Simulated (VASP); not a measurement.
Set up this calculation in VASP 6.6.1, as the native input.

```
Task                   : single point
Functional             : PBE
Potentials or basis    : VASP PAW PBE potentials, release 64 (Li_sv, Cl)
Cutoff                 : 520 eV
k mesh                 : 8 × 8 × 8
Occupations            : gaussian, width 0.05 eV
Spin                   : no spin polarisation
Dipole correction      : no
Further INCAR settings : ALGO = Normal; EDIFF = 1e-06; NBANDS = 12
```

The structure of LiCl lies in POSCAR:

```
LiCl
1.0
    0.0000000000      2.6032314000      2.5262886000
    2.6032314000      0.0000000000      2.5262886000
    2.6032314000      2.6032314000      0.0000000000
Li Cl
1 1
Direct
    0.0000000000      0.0000000000      0.0000000000
    0.5000000000      0.5000000000      0.5000000000
```

This cell differs from its parent crystal: strain +0.015 along x and y, -0.015 along z.

One way to write it, as run:

INCAR

```
  PREC = Accurate
  ENCUT = 520
  EDIFF = 1E-6
  ISMEAR = 0
  SIGMA = 0.05
  LREAL = F
  LASPH = T
  NELM = 100
  ALGO = Normal
  ISIF = 2
  LWAVE = F
  LCHARG = F
  GGA = PE
  NBANDS = 12
```

KPOINTS

```
regular mesh
0
Gamma
  8 8 8
```

Potentials or basis: VASP PAW PBE potentials, release 64 (Li_sv, Cl).

Command:

```bash
$ cat potpaw_PBE.64/Li_sv/POTCAR potpaw_PBE.64/Cl/POTCAR > POTCAR
$ mpirun -np 1 vasp_std > vasp.out
```

Results of the run:

The band gap on the k mesh is 6.23 eV, direct.

Caveat: the cell differs from its parent crystal (strain +0.015 along x and y, -0.015 along z).

It took 9.5 s on 1 thread of Intel(R) Xeon(R) 6975P-C (Granite Rapids), with other jobs on the host, peak memory 0.16 GiB.
